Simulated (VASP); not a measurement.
The system is AlPd4.

```
Al Pd
1.0
     2.88919    0.00000    0.00000
    -1.44460    2.50211    0.00000
     0.00000    0.00000    9.29014
Al Pd
1 4
Direct
  0.00000 0.00000 0.00000
  0.33333 0.66667 0.86586
  0.33333 0.66667 0.37680
  0.66667 0.33333 0.13414
  0.66667 0.33333 0.62320
```

* Program: VASP 6.6.1
* Task: relaxation of cell and atoms
* Functional: PBE
* Potentials or basis: VASP PAW PBE potentials, release 64 (Al, Pd)
* Cutoff: 600 eV
* k mesh: 6 × 6 × 2
* Occupations: gaussian, width 0.1 eV
* Spin: no spin polarisation

At the start: pressure 56.0 GPa; volume 13.43 Å³/atom.

Q: Where does the relaxation end?

A: Over 15 steps the energy falls by 1073.7 meV/atom and the volume is 15.15 Å³/atom (+12.8 %); space group P-3m1 (No. 164, to 0.05 Å).

The path:
```tsv
step	energy change (eV)	largest force (eV/Å)	pressure (GPa)	volume (Å³)
1	0.0000	8.8583	56.03	67.16
2	-0.3019	0.7391	-19.18	123.92
3	-4.0836	1.1616	-8.51	88.51
4	-4.1291	1.4275	-6.34	86.64
5	-4.1392	1.6749	-4.22	85.06
6	-4.6679	1.2449	-3.03	81.46
7	-5.0191	1.3700	12.68	70.73
8	-5.2200	1.0606	1.99	75.65
9	-5.2411	1.1095	3.83	74.52
10	-5.2992	0.4275	-3.07	76.99
11	-5.3445	0.4013	-0.82	76.00
12	-5.3664	0.0502	0.99	75.21
13	-5.3665	0.0550	0.97	75.22
14	-5.3675	0.0686	-0.82	76.18
15	-5.3687	0.0302	-0.09	75.77
```

Final structure:
```cif
data_structure
_symmetry_space_group_name_H-M 'P 1'
_symmetry_Int_Tables_number 1
_cell_length_a 2.8449
_cell_length_b 2.8449
_cell_length_c 10.8105
_cell_angle_alpha 90.000
_cell_angle_beta 90.000
_cell_angle_gamma 120.000
_cell_volume 75.77
loop_
_atom_site_label
_atom_site_type_symbol
_atom_site_fract_x
_atom_site_fract_y
_atom_site_fract_z
_atom_site_occupancy
Al1 Al 0.00000 0.00000 0.00000 1
Pd1 Pd 0.33333 0.66667 0.82079 1
Pd2 Pd 0.33333 0.66667 0.39411 1
Pd3 Pd 0.66667 0.33333 0.17921 1
Pd4 Pd 0.66667 0.33333 0.60589 1
```

Caveat: the k points lie up to 0.43 Å⁻¹ apart in the final cell.
